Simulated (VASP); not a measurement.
W, 1 atom in the cell. Symmetry: Im-3m, No. 229, cubic system. Conventional cell: a = 3.201 Å, b = 3.201 Å, c = 3.201 Å, α = 90.00°, β = 90.00°, γ = 90.00°. W (site symmetry m-3m) has 14 W at 2.77 to 3.20 Å within 3.7 Å. 

```yaml
Program: VASP 6.6.1
Task: relaxation of cell and atoms
Functional: r2SCAN
Dispersion: rVV10
Potentials_or_basis: VASP PAW PBE potentials, release 64 (W_sv)
Cutoff: 600 eV
k_mesh: 8 × 8 × 8
Occupations: gaussian, width 0.1 eV
Spin: no spin polarisation
Dipole_correction: no
Further_INCAR_settings: ALGO = Normal; EDIFF = 1e-07; IBRION = 2; EDIFFG = -0.05; NSW = 100; ISIF = 3
```

Potentials or basis: VASP PAW PBE potentials, release 64 (W_sv).

The run is started by

```console
$ cat potpaw_PBE.64/W_sv/POTCAR > POTCAR
$ cp INCAR.step1 INCAR
$ mpirun -np 1 vasp_std > vasp.out
$ cp INCAR.step2 INCAR
$ mpirun -np 1 vasp_std > vasp.out
```

Hardware: 1 thread of Intel(R) Xeon(R) 6975P-C (Granite Rapids), on a shared host.

Question: Estimate the wall time of this run.

Answer: Wall time 90 s on 1 thread of Intel(R) Xeon(R) 6975P-C (Granite Rapids), with other jobs on the host, peak memory 0.22 GiB. Counts: k points 29, ion steps 4.
